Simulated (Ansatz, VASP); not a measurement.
**LuGeO in VASP and in Ansatz**

```
Lu Ge O
1.0
     4.09203    0.00000    0.00000
    -2.04602    3.54381    0.00000
     0.00000    0.00000    3.45094
Lu Ge O
1 1 1
Direct
  0.66667 0.33333 0.00000
  0.00000 0.00000 0.50000
  0.33333 0.66667 0.50000
```

Change from the starting cell: species swapped into the ErCuSi type (P-6m2, No. 187).

Alike in both runs: functional PBE; k mesh 12 × 12 × 12; occupations gaussian, width 0.1 eV; no spin polarisation.

Ansatz relaxed the structure, and its values are those at the end. VASP's run is a single point on that final structure, the one shown.

|  | VASP | Ansatz |
| --- | --- | --- |
| version | VASP 6.6.1 | Ansatz 0.2.0 |
| potentials or method | VASP PAW PBE potentials, release 64 (Lu, Ge_d, O), cutoff 520 eV | scalar-relativistic, plane waves, PAW |
| valence electrons in the cell | 45 | 45 |

|  | VASP | Ansatz | Ansatz less VASP |
| --- | --- | --- | --- |
| gap on the k mesh at the Fermi level (eV) | none | none | - |
| pressure (GPa) | 0.2 | 0.0 | -0.15 |

A gap of «none» marks a metal or a gap that the smearing closes. With one functional, cell and mesh, what is left measures potentials, basis and numerics.

Spin-orbit coupling is off throughout.
